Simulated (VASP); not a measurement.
Wanted: the native input for a VASP 6.6.1 run.

| Item | Value |
| --- | --- |
| Task | single point |
| Functional | PBE |
| Potentials or basis | VASP PAW PBE potentials, release 64 (Zr_sv, N) |
| Cutoff | 520 eV |
| k mesh | 2 × 2 × 1 |
| Occupations | fermi-dirac, width 0.05 eV |
| Spin | no spin polarisation |
| Dipole correction | no |
| Further INCAR settings | ALGO = Normal; EDIFF = 1e-06; NBANDS = 63 |

The structure of ZrN lies in POSCAR:

```
ZrN
1.0
    5.5581880000      0.0000000000      0.0000000000
   -2.7790940000      5.7455070000      0.0000000000
    0.0000000000      0.0000000000     16.2295670000
Zr N
6 6
Direct
    0.3307608141      0.2663198134      0.1181639708
    0.2159013000      0.7651359000      0.0857975000
    0.8535595290      0.3594897857      0.2053870253
    0.7625945411      0.8301343001      0.1610626013
    0.4197369437      0.4565296061      0.2973005189
    0.2329434164      0.8943551732      0.2634604395
    0.0000000000      0.0000000000      0.0616159000
    0.7904052987      0.5258241946      0.1017860645
    0.5106506108      0.0461802743      0.1556289835
    0.3082989906      0.5844242390      0.1870136989
    0.0823953797      0.1409618768      0.2350886329
    0.8273166942      0.6335136096      0.2808570469
```

These files were run (other wordings do the same):

INCAR

```
SYSTEM = ZrN
ALGO = Normal ; EDIFF = 1E-6
ENCUT = 520 ; GGA = PE
ISIF = 2 ; ISMEAR = -1
LASPH = .TRUE. ; LCHARG = .FALSE.
LREAL = .FALSE. ; LWAVE = .FALSE.
NBANDS = 63 ; NELM = 100
PREC = Accurate ; SIGMA = 0.05
```

KPOINTS

```
k-points
0
G
  2 2 1
  0 0 0
```

Potentials or basis: VASP PAW PBE potentials, release 64 (Zr_sv, N).

The run is started by

```sh
$ cat potpaw_PBE.64/Zr_sv/POTCAR potpaw_PBE.64/N/POTCAR > POTCAR
$ mpirun -np 1 vasp_std > vasp.out
```

Results of the run:

| Quantity | Value |
| --- | --- |
| Largest force | 2.159 eV/Å |
| Band gap on the k mesh | 0.10 eV (least direct gap 0.29 eV) |

Caveat: the k points lie up to 0.63 Å⁻¹ apart; there is no dipole correction, which matters where the two faces differ.

Run time: 4.4 min on 1 thread of Intel(R) Xeon(R) Platinum 8559C (Emerald Rapids), with other jobs on the host, peak memory 0.55 GiB.
